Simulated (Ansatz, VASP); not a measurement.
**Two plane-wave programs on NaH**

File INCAR:

```
ALGO     = Normal         # electronic algorithm
EDIFF    = 1E-7           # SCF threshold, eV
EDIFFG   = -0.04          # ionic threshold
ENCUT    = 1130           # plane-wave cutoff, eV
GGA      = PE             # functional
GGA_COMPAT= False        
IBRION   = 2              # ionic algorithm
ISIF     = 3              # what is computed and relaxed
ISMEAR   = 0              # smearing method
LASPH    = True           # aspherical terms in the spheres
LCHARG   = False          # write CHGCAR
LREAL    = False          # projectors in reciprocal space
LWAVE    = False          # write WAVECAR
NELM     = 120            # most SCF steps
NELMIN   = 4            
NSW      = 90             # ionic steps
PREC     = Accurate       # precision mode
SIGMA    = 0.1            # smearing width, eV
```

The input KPOINTS:

```
k-points
0
Gamma
  9 9 4
```

Contents of POSCAR:

```
NaH
1.0
    2.7146067700      0.0000000000      0.0000000000
   -1.3573033800      2.3509184200      0.0000000000
    0.0000000000      0.0000000000      4.6346619200
Na H
1 1
Direct
    0.0000000000      0.0000000000      0.5000000000
    0.0000000000      0.0000000000      0.0000000000
```

Input for Ansatz:

```yaml
crystal:
  lattice:
    - [2.71460677, 0.0, 0.0]
    - [-1.35730338, 2.35091842, 0.0]
    - [0.0, 0.0, 4.63466192]
  atoms:
    - { symbol: Na, position: [0.0, 0.0, 0.5] }
    - { symbol: H, position: [0.0, 0.0, 0.0] }
basis:
  ecutwfc: 420
kpoints:
  mp_grid: { grid: [9, 9, 4] }
hamiltonian:
  xc: pbe
scf:
  occupations: { method: gaussian, width: 0.1 }
  lower_state_search: "off"
output:
  forces: true
  stress: true
  eigenvalues: true
relax:
  adjacent_minimum: "off"
  f_tol: 0.04
  max_steps: 70
  cell: { stress_tol: 0.4 }
```

Alike in both runs: task relaxation of cell and atoms; functional PBE; k mesh 9 × 9 × 4; occupations gaussian, width 0.1 eV; no spin polarisation.

|  | VASP | Ansatz |
| --- | --- | --- |
| version | VASP 6.6.1 | Ansatz 0.2.0 |
| potentials or method | VASP PAW PBE potentials, release 64 (Na_sv, H), cutoff 1130 eV | scalar-relativistic, plane waves, PAW |
| valence electrons in the cell | 10 | 10 |

Ansatz gave:

```
gap on the k mesh at the Fermi level, each at its own relaxed structure (eV)  : 2.94
relaxed volume (Å³/atom)                                                      : 38.43
relaxed length of the cell vector where the two differ most in proportion (Å) : 4.717
```

Estimate VASP's values.

gap on the k mesh at the Fermi level, each at its own relaxed structure (eV): 1.43; relaxed volume (Å³/atom): 22.96; relaxed length of the cell vector where the two differ most in proportion (Å): 3.684.

One of these differences is far larger than is usual between the two programs; its cause wasn't traced.

Noted on VASP's run: the volume moved by over 15 % at a fixed basis, so the end points are rough.
